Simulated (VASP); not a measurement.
# In (I4/mmm) in VASP: a series of runs

Runs on In. Level: PBE. Tasks: single point.

All numbers are computed with VASP 6.6.1; they aren't measurements. Logs are shortened: lines on timing, memory, paths and dates and some standing lists are left out, and cuts for length are marked.

### Step 1. The cell of the first run

It takes space group I4/mmm (No. 139, tetragonal). Conventional cell: a = 3.230 Å, b = 3.230 Å, c = 4.915 Å, α = 90.00°, β = 90.00°, γ = 90.00°. Within 4.2 Å of In (site symmetry 4/mmm) lie 12 In at 3.23 to 3.36 Å.

### Step 2. Single point, PBE (volume scaled by 0.98)

The input, INCAR:

```
SYSTEM = In
PREC = Accurate
ENCUT = 520
EDIFF = 1E-6
ISMEAR = -1
SIGMA = 0.05
LREAL = .FALSE.
LASPH = .TRUE.
NELM = 60
ALGO = Normal
ISIF = 2
LWAVE = .FALSE.
LCHARG = .TRUE.
GGA = PE
LELF = .TRUE.
LVHAR = .TRUE.
NBANDS = 12
```

The input, KPOINTS:

```
Automatic mesh
0
G
  14 14 14
  0 0 0
```

The input, POSCAR:

```
In
1.0
   -1.6152359128      1.6152359128      2.4573458084
    1.6152359128     -1.6152359128      2.4573458084
    1.6152359128      1.6152359128     -2.4573458084
In
1
Direct
    0.0000000000      0.0000000000      0.0000000000
```

Potentials or basis: VASP PAW PBE potentials, release 64 (In_d).

The run is started by

```sh
cat potpaw_PBE.64/In_d/POTCAR > POTCAR
mpirun -np 1 vasp_std > vasp.out
```

OUTCAR:

```text
SYSTEM = In
   PREC = Accurate
   ENCUT = 520
   EDIFF = 1E-6
   ISMEAR = -1
   LREAL = .FALSE.
   LASPH = .TRUE.
   NELM = 60
   ISIF = 2
   GGA = PE

 ion  position               nearest neighbor table
   1  0.000  0.000  0.000-

  LATTYP: Found a body centered tetragonal cell.
 ALAT       =     3.2304718256
 C/A-ratio  =     1.5213541186

  Lattice vectors:

 A1 = (  -1.6152359128,   1.6152359128,   2.4573458084)
 A2 = (   1.6152359128,  -1.6152359128,   2.4573458084)
 A3 = (   1.6152359128,   1.6152359128,  -2.4573458084)

Analysis of symmetry for initial positions (statically):
=====================================================================
 Subroutine PRICEL returns:
 Original cell was already a primitive cell.

 Routine SETGRP: Setting up the symmetry group for a
 body centered tetragonal supercell.

 Subroutine GETGRP returns: Found 16 space group operations
 (whereof 16 operations were pure point group operations)
 out of a pool of 16 trial point group operations.

The static configuration has the point symmetry D_4h.

Analysis of symmetry for dynamics (positions and initial velocities):
=====================================================================
 Subroutine PRICEL returns:
 Original cell was already a primitive cell.

 Routine SETGRP: Setting up the symmetry group for a
 body centered tetragonal supercell.

 Subroutine GETGRP returns: Found 16 space group operations
 (whereof 16 operations were pure point group operations)
 out of a pool of 16 trial point group operations.

The dynamic configuration has the point symmetry D_4h.

 Subroutine INISYM returns: Found 16 space group operations
 (whereof 16 operations are pure point group operations),
 and found     1 'primitive' translations

----------------------------------------------------------------------------------------

                                     Primitive cell

  volume of cell :      25.6447

  direct lattice vectors                    reciprocal lattice vectors
    -1.615235913  1.615235913  2.457345808     0.000000000  0.309552305  0.203471566
     1.615235913 -1.615235913  2.457345808     0.309552305  0.000000000  0.203471566
     1.615235913  1.615235913 -2.457345808     0.309552305  0.309552305  0.000000000

  length of vectors
     3.355074147  3.355074147  3.355074147     0.370436645  0.370436645  0.437773068

  position of ions in fractional coordinates (direct lattice)
     0.000000000  0.000000000  0.000000000

  ion indices of the primitive-cell ions
   primitive index   ion index
                 1           1
[... 75 lines left out ...]
   NSW    =      0    number of steps for IOM
   IBRION =     -1    ionic relax: 0-MD 1-quasi-New 2-CG
   NFREE  =      0    steps in history (QN), initial steepest desc. (CG)
   ISIF   =      2    stress and relaxation
   ISYM   =      2    0-nonsym 1-usesym 2-fastsym
   POTIM  = 0.5000    time-step for ionic-motion
   TEBEG  =    0.0;   TEEND  =   0.0 temperature during run
   PSTRESS=    0.0 pullay stress
   NELECT =      13.0000    total number of electrons
   NUPDOWN=      -1.0000    fix difference up-down
   EMIN   =  10.00;   EMAX   =-10.00  energy-range for DOS
   EFERMI =   0.00;   METHOD = LEGACY
   ISMEAR =    -1;   SIGMA  =   0.05  broadening in eV -4-tet -1-fermi 0-gaus
   EFERMI_NEDOS =   21; number of points for ismear=-14 and -15
   IALGO  =     38    algorithm
   IMIX   =      4    mixing-type and parameters
     AMIX     =   0.40;   BMIX     =  1.00
     AMIX_MAG =   1.60;   BMIX_MAG =  1.00
  volume/ion in A,a.u.               =      25.64       173.06
  Fermi-wavevector in a.u.,A,eV,Ry     =   1.305339  2.466732 23.183091  1.703909
  Thomas-Fermi vector in A             =   2.436214
   LORBIT       =      0    0 simple, 1 ext, 2 COOP (PROOUT), +10 PAW based schemes
   GGA     = PE    functional components
   LHFCALC =     F    Hartree Fock is set to
   AEXX    =    0.0000 exact exchange contribution
   IVDW    =     0    specifies the selected vdW correction
   LEPSILON=     F    determine dielectric tensor
   LRPA    =     F    only Hartree local field effects (RPA)
 non-spin polarized calculation
  energy-cutoff  :      520.00
  volume of cell :       25.64
 maximum number of plane-waves:       717
 NGX is ok and might be reduce to    28
   NGX = 13   NGY = 13   NGZ = 13

 number of electron      13.0000004 magnetization

 Free energy of the ion-electron system (eV)
  ---------------------------------------------------
  ext. energy  EPLUGINS =         0.00000000
  ---------------------------------------------------
  free energy    TOTEN  =        -2.54770663 eV

  energy without entropy =       -2.54440395  energy(sigma->0) =       -2.54605529

 E-fermi :   7.7996     XC(G=0): -10.3486

 val. band max:        7.7975854667   @ k =   0.2857   0.2143   0.0714
 cond. band min:       7.8517268665   @ k =  -0.2857   0.4286   0.0714
 fundamental gap:      0.0541413998
 Fermi energy:         7.7996020257

 k-point     1 :       0.0000    0.0000    0.0000
  band No.  band energies     occupation
      1      -6.9801      2.00000
      2      -6.8712      2.00000
      3      -6.8712      2.00000
      4      -6.7851      2.00000
      5      -6.6748      2.00000
      6      -1.9319      2.00000
      7      18.4747      0.00000
      8      18.4747      0.00000
      9      18.6546      0.00000
     10      19.3701      0.00000
     11      21.8890      0.00000
     12      22.0009      0.00000
[... 331 lines left out ...]
 k-point    24 :       0.2857    0.1429    0.0000
  band No.  band energies     occupation
      1      -6.9206      2.00000
      2      -6.8905      2.00000
      3      -6.8212      2.00000
      4      -6.6887      2.00000
      5      -6.6339      2.00000
      6       0.9567      2.00000
      7       8.8729      0.00000
      8      13.1106      0.00000
      9      16.0407      0.00000
     10      18.7930      0.00000
     11      20.6986      0.00000
     12      22.2395      0.00000

 [... further k-points ...]
[... 5 lines left out ...]
  --------------------------------------------------------------------------------------
  -------------------------------------------------------------------------------------
  Total        0.4390027      0.4390027      0.4890789      0.0000000     -0.0000000      0.0000000
  in kB       27.4270819     27.4270819     30.5556350      0.0000000     -0.0000000      0.0000000
  external PRESSURE =      28.4699329 kB  Pullay stress =       0.0000000 kB

 VOLUME and BASIS-vectors are now :
 -----------------------------------------------------------------------------
  energy-cutoff  :      520.00
  volume of cell :       25.64
      direct lattice vectors                 reciprocal lattice vectors
    -1.615235913  1.615235913  2.457345808     0.000000000  0.309552305  0.203471566
     1.615235913 -1.615235913  2.457345808     0.309552305  0.000000000  0.203471566
     1.615235913  1.615235913 -2.457345808     0.309552305  0.309552305  0.000000000

 POSITION                                       TOTAL-FORCE (eV/Angst)
 -----------------------------------------------------------------------------------
      0.00000      0.00000      0.00000        -0.000000      0.000000      0.000000
 -----------------------------------------------------------------------------------
    total drift:                               -0.000000     -0.000000     -0.000000

  FREE ENERGIE OF THE ION-ELECTRON SYSTEM (eV)
  ---------------------------------------------------
  free  energy   TOTEN  =        -2.5477066306 eV

  energy  without entropy=       -2.5444039499  energy(sigma->0) =       -2.54605529
```

OSZICAR:

```text
N       E                     dE             d eps       ncg     rms          rms(c)
DAV:   1     0.779118704809E+02    0.77912E+02   -0.62738E+03  5980   0.138E+03
DAV:   2     0.123095527336E+01   -0.76681E+02   -0.74555E+02  6112   0.291E+02
DAV:   3    -0.248882492192E+01   -0.37198E+01   -0.37078E+01  7080   0.643E+01
DAV:   4    -0.257304847735E+01   -0.84224E-01   -0.84198E-01  7224   0.970E+00
DAV:   5    -0.257693976386E+01   -0.38913E-02   -0.38912E-02  8224   0.186E+00    0.241E+00
DAV:   6    -0.255279618471E+01    0.24144E-01   -0.38071E-02  7428   0.402E+00    0.119E+00
DAV:   7    -0.254800380906E+01    0.47924E-02   -0.11976E-02  7764   0.210E+00    0.265E-01
DAV:   8    -0.254769999678E+01    0.30381E-03   -0.95132E-04  8216   0.512E-01    0.337E-02
DAV:   9    -0.254770568846E+01   -0.56917E-05   -0.13043E-05  8172   0.509E-02    0.152E-02
DAV:  10    -0.254770663055E+01   -0.94209E-06   -0.13577E-06  6416   0.123E-02
   1 F= -.25477066E+01 E0= -.25460553E+01  d E =-.330268E-02
```

stdout:

```text
POSCAR found type information on POSCAR In
 POSCAR found :  1 types and       1 ions
 scaLAPACK will be used
 LDA part: xc-table for (Slater+PW92), standard interpolation
 POSCAR, INCAR and KPOINTS ok, starting setup
 FFT: planning ... GRIDC
 FFT: planning ... GRID_SOFT
 FFT: planning ... GRID
 WAVECAR not read
 entering main loop
```

Wall time 48 s (1 thread of Intel Xeon 6975P-C, shared host); peak memory 0.21 GiB.

Results:

| Property | Result |
| --- | --- |
| Free energy | -2.5477 eV |
| Pressure | 2.8 GPa |

Stress tensor (GPa, compression positive):
```
2.74 0.00 0.00
0.00 2.74 0.00
0.00 0.00 3.06
```

Levels at points of the mesh, in eV from the Fermi level:
```tsv
k point	band 2	band 3	band 4	band 5	band 6	band 7	band 8	band 9	band 10	band 11
(0.00, 0.00, 0.00)	-14.67	-14.67	-14.58	-14.47	-9.73	10.68	10.68	10.85	11.57	14.09
(0.50, 0.00, 0.00)	-14.74	-14.65	-14.38	-14.34	-4.36	-3.51	7.61	9.26	11.11	11.53
(0.50, 0.50, 0.00)	-14.85	-14.38	-14.36	-14.27	-2.06	-1.65	3.52	3.95	7.08	7.36
(0.50, 0.50, 0.50)	-14.84	-14.37	-14.33	-14.33	-2.95	-2.79	4.74	4.74	8.22	8.27
```

Caveat: spin-orbit coupling is left out, which moves the levels of the heavy elements.

(Continued in part 2 of 2.)
